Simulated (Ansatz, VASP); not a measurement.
**CoW3: VASP beside Ansatz**

Contents of INCAR:

```
PREC     = Accurate       # precision mode
ENCUT    = 520            # plane-wave cutoff, eV
EDIFF    = 1E-7           # SCF threshold, eV
ISMEAR   = 0              # smearing method
SIGMA    = 0.15           # smearing width, eV
LREAL    = F              # projectors in reciprocal space
LASPH    = T              # aspherical terms in the spheres
NELM     = 100            # most SCF steps
ALGO     = Fast           # electronic algorithm
ISIF     = 2              # what is computed and relaxed
LWAVE    = F              # write WAVECAR
LCHARG   = F              # write CHGCAR
GGA      = PS             # functional
NBANDS   = 34             # bands
```

File KPOINTS:

```
regular mesh
0
Gamma
  12 12 12
```

The input POSCAR:

```
CoW3
1.0
    3.8582449849      0.0000000000      0.0000000000
    0.0000000000      3.8582449849      0.0000000000
    0.0000000000      0.0000000000      3.8582449849
Co W
1 3
Direct
   -0.0161990750      0.0000000000      0.0000000000
    0.0000000000      0.5000000000      0.5000000000
    0.5000000000      0.0000000000      0.5000000000
    0.5000000000      0.5000000000      0.0000000000
```

Input for Ansatz:

```yaml
crystal:
  lattice:
    - [3.8582449849, 0.0, 0.0]
    - [0.0, 3.8582449849, 0.0]
    - [0.0, 0.0, 3.8582449849]
  atoms:
    - { symbol: Co, position: [-0.016199075, 0.0, 0.0] }
    - { symbol: W, position: [0.0, 0.5, 0.5] }
    - { symbol: W, position: [0.5, 0.0, 0.5] }
    - { symbol: W, position: [0.5, 0.5, 0.0] }
basis:
  ecutwfc: 420
kpoints:
  mp_grid: { grid: [12, 12, 12] }
hamiltonian:
  xc: pbesol
scf:
  occupations: { method: gaussian, width: 0.15 }
output:
  forces: true
  stress: true
  eigenvalues: true
  write_density: true
  write_potential: true
  elf: true
  volumetric_format: npy
```

Alike in both runs: task single point; functional PBEsol; k mesh 12 × 12 × 12; occupations gaussian, width 0.15 eV; no spin polarisation.

```csv
,VASP,Ansatz
version,VASP 6.6.1,Ansatz 0.2.0
potentials or method,"VASP PAW PBE potentials, release 64 (Co, W_sv), cutoff 520 eV","scalar-relativistic, plane waves, PAW"
valence electrons in the cell,51,59
```

VASP gave:

- gap on the k mesh at the Fermi level (eV): none
- pressure (GPa): 0.8
- traceless stress, the component that is largest in VASP (GPa): -0.10
- rms of the force components (eV/Å): 0.184

Question: Estimate Ansatz's values.

Answer: gap on the k mesh at the Fermi level (eV): none; pressure (GPa): 0.2; traceless stress, the component that is largest in VASP (GPa): -0.10; rms of the force components (eV/Å): 0.184.

VASP's potentials were made for PBE, not for PBEsol. Atom by atom the forces differ by 0.001 eV/Å (rms over components). A gap of «none» marks a metal or a gap that the smearing closes. With one functional, cell and mesh, what is left measures potentials, basis and numerics. VASP's potentials hold 51 valence electrons a cell and Ansatz's 59, so a difference there can come from the potentials and not from the codes.

Spin-orbit coupling is off throughout.
